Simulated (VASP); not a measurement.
Zr, 3 atoms in the cell. It takes space group P6/mmm (No. 191, hexagonal). Conventional cell: a = 5.144 Å, b = 5.144 Å, c = 3.203 Å, α = 90.00°, β = 90.00°, γ = 120.00°. Zr (site symmetry 6/mmm) has 14 Zr at 3.20 to 3.37 Å within 4.2 Å. Within 3.9 Å of Zr (site symmetry -6m2) lie 11 Zr at 2.97 to 3.37 Å. This isn't the form of Zr at room conditions, which is hcp.

- Program: VASP 6.6.1
- Task: single point
- Functional: revPBE
- Potentials or basis: VASP PAW PBE potentials, release 64 (Zr_sv)
- Cutoff: 520 eV
- k mesh: 8 × 8 × 11
- Occupations: fermi-dirac, width 0.1 eV
- Spin: no spin polarisation
- Dipole correction: no
- Further INCAR settings: ALGO = Normal; EDIFF = 1e-07; NBANDS = 25

Potentials or basis: VASP PAW PBE potentials, release 64 (Zr_sv).

Launch:

```sh
$ cat potpaw_PBE.64/Zr_sv/POTCAR > POTCAR
$ mpirun -np 1 vasp_std > vasp.out
```

Hardware: 1 thread of Intel(R) Xeon(R) 6975P-C (Granite Rapids), on a shared host.

Problem. Estimate the wall time of this run.

Solution. Run time: 76 s on 1 thread of Intel(R) Xeon(R) 6975P-C (Granite Rapids), with other jobs on the host, peak memory 0.22 GiB. Counts: scf iterations 15, k points 60.
